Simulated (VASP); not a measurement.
A run of VASP 6.6.1:

The input INCAR:

```
SYSTEM = Sb
PREC     = Accurate       ! precision mode
ENCUT    = 520            ! plane-wave cutoff, eV
EDIFF    = 1E-6           ! SCF threshold, eV
ISMEAR   = 0              ! smearing method
SIGMA    = 0.05           ! smearing width, eV
LREAL    = .False.        ! projectors in reciprocal space
LASPH    = .True.         ! aspherical terms in the spheres
NELM     = 60             ! most SCF steps
ALGO     = Normal         ! electronic algorithm
ISIF     = 2              ! what is computed and relaxed
LWAVE    = .False.        ! write WAVECAR
LCHARG   = .False.        ! write CHGCAR
GGA      = PE             ! functional
NBANDS   = 12             ! bands
```

Contents of KPOINTS:

```
regular mesh
0
Gamma
  12 12 12
  0 0 0
```

Contents of POSCAR:

```
Sb
1.0
    2.1883442836      1.2634411612      3.8398484998
   -2.1883442836      1.2634411612      3.8398484998
    0.0000000000     -2.5268823225      3.8398484998
Sb
2
Direct
    0.2327748959      0.2327748959      0.2327748959
    0.7672251041      0.7672251041      0.7672251041
```

Potentials or basis: VASP PAW PBE potentials, release 64 (Sb).

The run is started by

```bash
$ cat potpaw_PBE.64/Sb/POTCAR > POTCAR
$ mpirun -np 1 vasp_std > vasp.out
```

Hardware: 1 thread of Intel(R) Xeon(R) 6975P-C (Granite Rapids), with other jobs on the host.

Problem. How long does it take, and how much memory?

Solution. Run time: 38 s on 1 thread of Intel(R) Xeon(R) 6975P-C (Granite Rapids), with other jobs on the host, peak memory 0.28 GiB. Counts: scf iterations 10, k points 189.
